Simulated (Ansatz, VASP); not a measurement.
**MnHg3: VASP beside Ansatz**

```
Mn Hg
1.0
     4.41785    0.00000    0.00000
     0.00000    4.41785    0.00000
     0.00000    0.00000    4.41785
Mn Hg
1 3
Direct
  0.00000 0.00000 0.00000
  0.50000 0.00000 0.50000
  0.00000 0.50000 0.50000
  0.50000 0.50000 0.00000
```

Alike in both runs: task single point; functional PBE; k mesh 5 × 5 × 5; occupations gaussian, width 0.1 eV; collinear spin.

|  | VASP | Ansatz |
| --- | --- | --- |
| version | VASP 6.6.1 | Ansatz 0.2.0 |
| potentials or method | VASP PAW PBE potentials, release 64 (Mn_pv, Hg), cutoff 520 eV | plane waves, PAW |
| valence electrons in the cell | 49 | 75 |

Ansatz gave:

```
net moment per atom (μB)                                      : 1.06
size of the moment on the site where the two differ most (μB) : 4.23
```

**Question.** Which values does VASP return?

**Answer.** net moment per atom (μB): 1.06; size of the moment on the site where the two differ most (μB): 4.08.

Site moments also hang on the region over which each program counts them. The functional is the same, so the differences come from potentials, cutoffs and numerics. VASP's potentials hold 49 valence electrons a cell and Ansatz's 75, so a difference there can come from the potentials and not from the codes.

Spin-orbit coupling is off throughout.
